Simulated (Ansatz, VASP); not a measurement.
**NaCl: VASP beside Ansatz**

```
Cl Na
1.0
     3.50219    0.00000    0.00000
     0.00000    3.50219    0.00000
     0.00000    0.00000    3.50219
Cl Na
1 1
Direct
  0.50000 0.50000 0.50000
  0.00000 0.00000 0.00000
```

Alike in both runs: task single point; functional PBE; k mesh 8 × 8 × 8; occupations gaussian, width 0.03 eV; no spin polarisation.

```csv
,VASP,Ansatz
version,VASP 6.6.1,Ansatz 0.2.0
potentials or method,"VASP PAW PBE potentials, release 64 (Cl, Na_pv), cutoff 520 eV","all-electron LAPW, scalar-relativistic"
```

```csv
,VASP,Ansatz,Ansatz less VASP
gap on the k mesh at the Fermi level (eV),3.98,3.98,0.000
least direct gap on the mesh (eV),4.47,4.47,0.000
pressure (GPa),0.1,0.1,+0.06
```

Ansatz ran all-electron here, and VASP with PAW potentials.
